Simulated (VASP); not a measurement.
# Sn (Pm-3m) in VASP: a series of runs, part 2 of 3

VASP 6.6.1. Earlier steps stand in the parts before.

## Step 3: Single point, PBE

This run uses another cell than the first one, of 31.57 Å³/atom.

Input file INCAR:

```
SYSTEM = Sn
  ALGO = Normal
  EDIFF = 1E-6
  ENCUT = 500
  GGA = PE
  GGA_COMPAT = .FALSE.
  ISIF = 2
  ISMEAR = 0
  LASPH = .TRUE.
  LCHARG = .FALSE.
  LREAL = .FALSE.
  LWAVE = .FALSE.
  NBANDS = 28
  NELM = 120
  PREC = Accurate
  SIGMA = 0.1
```

Input file KPOINTS:

```
k-points
0
G
  4 4 4
  0 0 0
```

Input file POSCAR:

```
Sn
1.0
    4.5581617388      0.0000000000      0.0000000000
    0.0000000000      4.5581617388      0.0000000000
    0.0000000000      0.0000000000      4.5581617388
Sn
3
Direct
    0.5000000000      0.0000000000      0.0000000000
    0.0000000000      0.5000000000      0.0000000000
    0.0000000000      0.0000000000      0.5000000000
```

Potentials or basis: VASP PAW PBE potentials, release 64 (Sn_d).

Run with:

```
cat potpaw_PBE.64/Sn_d/POTCAR > POTCAR
mpirun -np 1 vasp_std > vasp.out
```

OUTCAR:

```text
SYSTEM = Sn
   EDIFF = 1E-6
   ENCUT = 500
   GGA = PE
   ISIF = 2
   ISMEAR = 0
   LASPH = .TRUE.
   LREAL = .FALSE.
   NELM = 120
   PREC = Accurate

 ion  position               nearest neighbor table
   1  0.500  0.000  0.000-   2 3.22   3 3.22   3 3.22   2 3.22   2 3.22   3 3.22   3 3.22   2 3.22

   2  0.000  0.500  0.000-   1 3.22   3 3.22   3 3.22   1 3.22   3 3.22   3 3.22   1 3.22   1 3.22

   3  0.000  0.000  0.500-   1 3.22   2 3.22   1 3.22   2 3.22   2 3.22   2 3.22   1 3.22   1 3.22

  LATTYP: Found a simple cubic cell.
 ALAT       =     4.5581617388

  Lattice vectors:

 A1 = (   4.5581617388,   0.0000000000,   0.0000000000)
 A2 = (   0.0000000000,   4.5581617388,   0.0000000000)
 A3 = (   0.0000000000,   0.0000000000,   4.5581617388)

Analysis of symmetry for initial positions (statically):
=====================================================================
 Subroutine PRICEL returns:
 Original cell was already a primitive cell.

 Routine SETGRP: Setting up the symmetry group for a
 simple cubic supercell.

 Subroutine GETGRP returns: Found 48 space group operations
 (whereof 48 operations were pure point group operations)
 out of a pool of 48 trial point group operations.

The static configuration has the point symmetry O_h .

Analysis of symmetry for dynamics (positions and initial velocities):
=====================================================================
 Subroutine PRICEL returns:
 Original cell was already a primitive cell.

 Routine SETGRP: Setting up the symmetry group for a
 simple cubic supercell.

 Subroutine GETGRP returns: Found 48 space group operations
 (whereof 48 operations were pure point group operations)
 out of a pool of 48 trial point group operations.

The dynamic configuration has the point symmetry O_h .

 Subroutine INISYM returns: Found 48 space group operations
 (whereof 48 operations are pure point group operations),
 and found     1 'primitive' translations

----------------------------------------------------------------------------------------

                                     Primitive cell

  volume of cell :      94.7042

  direct lattice vectors                    reciprocal lattice vectors
     4.558161739  0.000000000  0.000000000     0.219386686  0.000000000  0.000000000
     0.000000000  4.558161739  0.000000000     0.000000000  0.219386686  0.000000000
     0.000000000  0.000000000  4.558161739     0.000000000  0.000000000  0.219386686

  length of vectors
     4.558161739  4.558161739  4.558161739     0.219386686  0.219386686  0.219386686

  position of ions in fractional coordinates (direct lattice)
     0.500000000  0.000000000  0.000000000
     0.000000000  0.500000000  0.000000000
     0.000000000  0.000000000  0.500000000

  ion indices of the primitive-cell ions
   primitive index   ion index
                 1           1
                 2           2
                 3           3

----------------------------------------------------------------------------------------

 KPOINTS: k-points

Automatic generation of k-mesh.
 Grid dimensions read from file:
 generate k-points for:    4    4    4

 Generating k-lattice:

  Cartesian coordinates                     Fractional coordinates (reciprocal lattice)
     0.054846672  0.000000000  0.000000000     0.250000000  0.000000000  0.000000000
     0.000000000  0.054846672  0.000000000     0.000000000  0.250000000  0.000000000
     0.000000000  0.000000000  0.054846672     0.000000000  0.000000000  0.250000000

  Length of vectors
     0.054846672  0.054846672  0.054846672

  Shift w.r.t. Gamma in fractional coordinates (k-lattice)
     0.000000000  0.000000000  0.000000000

 Subroutine IBZKPT returns following result:
 ===========================================

 Found     10 irreducible k-points:

 Following reciprocal coordinates:
            Coordinates               Weight
  0.000000  0.000000  0.000000      1.000000
  0.250000  0.000000  0.000000      6.000000
  0.500000  0.000000  0.000000      3.000000
  0.250000  0.250000  0.000000     12.000000
  0.500000  0.250000  0.000000     12.000000
  0.500000  0.500000  0.000000      3.000000
  0.250000  0.250000  0.250000      8.000000
  0.500000  0.250000  0.250000     12.000000
  0.500000  0.500000  0.250000      6.000000
  0.500000  0.500000  0.500000      1.000000
   k-points           NKPTS =     10   k-points in BZ     NKDIM =     10   number of bands    NBANDS=     28
   number of dos      NEDOS =    301   number of ions     NIONS =      3
   total plane-waves  NPLWV =  46656
   dimension x,y,z NGX =    36 NGY =   36 NGZ =   36
   dimension x,y,z NGXF=    72 NGYF=   72 NGZF=   72
   ions per type =               3
   NGX,Y,Z   is equivalent  to a cutoff of  13.13, 13.13, 13.13 a.u.
   NGXF,Y,Z  is equivalent  to a cutoff of  26.26, 26.26, 26.26 a.u.
 SYSTEM =  Sn
   PREC   = accura    normal or accurate (medium, high low for compatibility)
   ISTART =      0    job   : 0-new  1-cont  2-samecut
   ICHARG =      2    charge: 1-file 2-atom 10-const
   ISPIN  =      1    spin polarized calculation?
   LNONCOLLINEAR =      F non collinear calculations
   LSORBIT =      F    spin-orbit coupling
   LASPH  =      T    aspherical Exc in radial PAW
   ENCUT  =  500.0 eV  36.75 Ry    6.06 a.u.   8.31  8.31  8.31*2*pi/ulx,y,z
   NELM   =    120;   NELMIN=  2; NELMDL= -5     # of ELM steps
   EDIFF  = 0.1E-05   stopping-criterion for ELM
   LREAL  =      F    real-space projection
   EDIFFG = 0.1E-04   stopping-criterion for IOM
   NSW    =      0    number of steps for IOM
   IBRION =     -1    ionic relax: 0-MD 1-quasi-New 2-CG
   NFREE  =      0    steps in history (QN), initial steepest desc. (CG)
   ISIF   =      2    stress and relaxation
   ISYM   =      2    0-nonsym 1-usesym 2-fastsym
   POTIM  = 0.5000    time-step for ionic-motion
   TEBEG  =    0.0;   TEEND  =   0.0 temperature during run
   PSTRESS=    0.0 pullay stress
   NELECT =      42.0000    total number of electrons
   NUPDOWN=      -1.0000    fix difference up-down
   EMIN   =  10.00;   EMAX   =-10.00  energy-range for DOS
   EFERMI =   0.00;   METHOD = LEGACY
   ISMEAR =     0;   SIGMA  =   0.10  broadening in eV -4-tet -1-fermi 0-gaus
   EFERMI_NEDOS =   21; number of points for ismear=-14 and -15
   IALGO  =     38    algorithm
   IMIX   =      4    mixing-type and parameters
     AMIX     =   0.40;   BMIX     =  1.00
     AMIX_MAG =   1.60;   BMIX_MAG =  1.00
  volume/ion in A,a.u.               =      31.57       213.03
  Fermi-wavevector in a.u.,A,eV,Ry     =   1.248441  2.359212 21.206124  1.558606
  Thomas-Fermi vector in A             =   2.382528
   LORBIT       =      0    0 simple, 1 ext, 2 COOP (PROOUT), +10 PAW based schemes
   GGA     = PE    functional components
   LHFCALC =     F    Hartree Fock is set to
   AEXX    =    0.0000 exact exchange contribution
   IVDW    =     0    specifies the selected vdW correction
   LEPSILON=     F    determine dielectric tensor
   LRPA    =     F    only Hartree local field effects (RPA)
 non-spin polarized calculation
 Gauss-broadening in eV      SIGMA  =   0.10
  energy-cutoff  :      500.00
  volume of cell :       94.70
 maximum number of plane-waves:      2469
 NGX is ok and might be reduce to    36
   NGX = 17   NGY = 17   NGZ = 17

 number of electron      42.0000044 magnetization

 Free energy of the ion-electron system (eV)
  ---------------------------------------------------
  ext. energy  EPLUGINS =         0.00000000
  ---------------------------------------------------
  free energy    TOTEN  =       -11.34522094 eV

  energy without entropy =      -11.34027495  energy(sigma->0) =      -11.34274794

 E-fermi :   6.2333     XC(G=0):  -9.4706

 val. band max:        6.2323750472   @ k =   0.5000   0.5000   0.0000
 cond. band min:       6.3568155144   @ k =   0.5000   0.2500   0.2500
 fundamental gap:      0.1244404671
 Fermi energy:         6.2333098905

 k-point     1 :       0.0000    0.0000    0.0000
  band No.  band energies     occupation
      1     -15.2647      2.00000
      2     -15.2647      2.00000
      3     -15.2647      2.00000
      4     -15.2279      2.00000
      5     -15.1627      2.00000
      6     -15.1627      2.00000
[... 20 lines left out ...]
     27      11.9627      0.00000
[... 257 lines left out ...]
      6     -15.1785      2.00000
[... 20 lines left out ...]
     27      14.0867      0.00000
     28      14.0867      0.00000

------------------------ aborting loop because EDIFF is reached ----------------------------------------

  FORCE on cell =-STRESS in cart. coord.  units (eV):
  Direction    XX          YY          ZZ          XY          YZ          ZX
  --------------------------------------------------------------------------------------
  -------------------------------------------------------------------------------------
  Total       -0.1639210     -0.1639210     -0.1639210     -0.0000000     -0.0000000      0.0000000
  in kB       -2.7731662     -2.7731662     -2.7731662     -0.0000000     -0.0000000      0.0000000
  external PRESSURE =      -2.7731662 kB  Pullay stress =       0.0000000 kB

 VOLUME and BASIS-vectors are now :
 -----------------------------------------------------------------------------
  energy-cutoff  :      500.00
  volume of cell :       94.70
      direct lattice vectors                 reciprocal lattice vectors
     4.558161739  0.000000000  0.000000000     0.219386686  0.000000000  0.000000000
     0.000000000  4.558161739  0.000000000     0.000000000  0.219386686  0.000000000
     0.000000000  0.000000000  4.558161739     0.000000000  0.000000000  0.219386686

 POSITION                                       TOTAL-FORCE (eV/Angst)
 -----------------------------------------------------------------------------------
      2.27908      0.00000      0.00000         0.000000      0.000000      0.000000
      0.00000      2.27908      0.00000         0.000000      0.000000      0.000000
      0.00000      0.00000      2.27908         0.000000      0.000000      0.000000
 -----------------------------------------------------------------------------------
    total drift:                                0.000000      0.000000     -0.000000

  FREE ENERGIE OF THE ION-ELECTRON SYSTEM (eV)
  ---------------------------------------------------
  free  energy   TOTEN  =       -11.3452209357 eV

  energy  without entropy=      -11.3402749515  energy(sigma->0) =      -11.34274794
```

stdout:

```text
POSCAR found type information on POSCAR Sn
 POSCAR found :  1 types and       3 ions
 scaLAPACK will be used
 LDA part: xc-table for (Slater+PW92), standard interpolation
 POSCAR, INCAR and KPOINTS ok, starting setup
 FFT: planning ... GRIDC
 FFT: planning ... GRID_SOFT
 FFT: planning ... GRID
 WAVECAR not read
 entering main loop
```

It took 25 s on 1 thread of Intel Xeon 8259CL, shared host; peak memory 0.2 GiB.

Results:

```
Free energy            : -11.3452 eV
Pressure               : -0.3 GPa
Band gap on the k mesh : zero (bands 21 and 22 overlap by 3.65 eV)
```

Caveat: spin-orbit coupling is left out, which moves the levels of the heavy elements.

## Step 4: Relaxation of cell and atoms, PBE

Input file INCAR:

```
ALGO     = Normal         # electronic algorithm
EDIFF    = 1E-7           # SCF threshold, eV
EDIFFG   = -0.04          # ionic threshold
ENCUT    = 500            # plane-wave cutoff, eV
GGA      = PE             # functional
GGA_COMPAT= F            
IBRION   = 2              # ionic algorithm
ISIF     = 3              # what is computed and relaxed
ISMEAR   = 0              # smearing method
LASPH    = T              # aspherical terms in the spheres
LCHARG   = F              # write CHGCAR
LREAL    = F              # projectors in reciprocal space
LWAVE    = F              # write WAVECAR
NELM     = 120            # most SCF steps
NELMIN   = 4            
NSW      = 90             # ionic steps
PREC     = Accurate       # precision mode
SIGMA    = 0.1            # smearing width, eV
```

Input file KPOINTS:

```
k-points
0
Gamma
  4 4 4
```

Input file POSCAR:

```
Sn
1.0
    4.4339265300      0.0000000000      0.0000000000
    0.0000000000      4.4339265300      0.0000000000
    0.0000000000      0.0000000000      4.4339265300
Sn
3
Direct
    0.5000000000      0.0000000000      0.0000000000
    0.0000000000      0.5000000000      0.0000000000
    0.0000000000      0.0000000000      0.5000000000
```

Run with:

```
cat potpaw_PBE.64/Sn_d/POTCAR > POTCAR
mpirun -np 1 vasp_std > vasp.out
```

Run time: 64 s. Hardware: 1 thread of Intel Xeon 8259CL, shared host; peak memory 0.18 GiB.

The run converged. Its results:

| Quantity | Value |
| --- | --- |
| Free energy | -11.3438 eV |
| Relaxed volume | 31.37 Å³/atom |
| Relaxed cell | a = 4.549 Å, b = 4.549 Å, c = 4.549 Å, α = 90.00°, β = 90.00°, γ = 90.00° |
| Space group after relaxing (to 0.1 Å) | Pm-3m (No. 221) |
| Energy gained by relaxing | 27.2 meV/atom |
| Ionic steps | 3 |
| Pressure after relaxing | 0.0 GPa |
| Band gap on the k mesh | zero (bands 21 and 22 overlap by 3.67 eV) |

The path:
| step | energy change (eV) | largest force (eV/Å) | pressure (GPa) | volume (Å³) |
| --- | --- | --- | --- | --- |
| 1 | 0.0000 | 0.0000 | 4.05 | 87.17 |
| 2 | -0.0722 | 0.0000 | -1.14 | 96.77 |
| 3 | -0.0817 | 0.0000 | 0.02 | 94.11 |

Final structure:
```
Sn
1.0
     4.54864    0.00000    0.00000
     0.00000    4.54864    0.00000
     0.00000    0.00000    4.54864
Sn
3
Direct
  0.50000 0.00000 0.00000
  0.00000 0.50000 0.00000
  0.00000 0.00000 0.50000
```

Levels at points of the mesh, in eV from the Fermi level:
| k point | band 18 | band 19 | band 20 | band 21 | band 22 | band 23 | band 24 | band 25 |
| --- | --- | --- | --- | --- | --- | --- | --- | --- |
| (0.00, 0.00, 0.00) | -3.98 | -2.52 | -2.52 | -2.52 | 2.44 | 3.35 | 3.35 | 3.35 |
| (0.50, 0.00, 0.00) | -3.55 | -1.31 | -1.31 | 0.72 | 0.72 | 0.99 | 1.43 | 1.70 |
| (0.50, 0.50, 0.00) | -7.14 | -3.36 | 0.00 | 0.52 | 1.13 | 1.13 | 1.91 | 1.91 |
| (0.50, 0.50, 0.50) | -6.36 | -4.97 | -2.95 | -2.95 | -2.95 | 2.38 | 7.11 | 7.11 |

Caveat: spin-orbit coupling is left out, which moves the levels of the heavy elements.

(Part 2 of 3 ends here.)
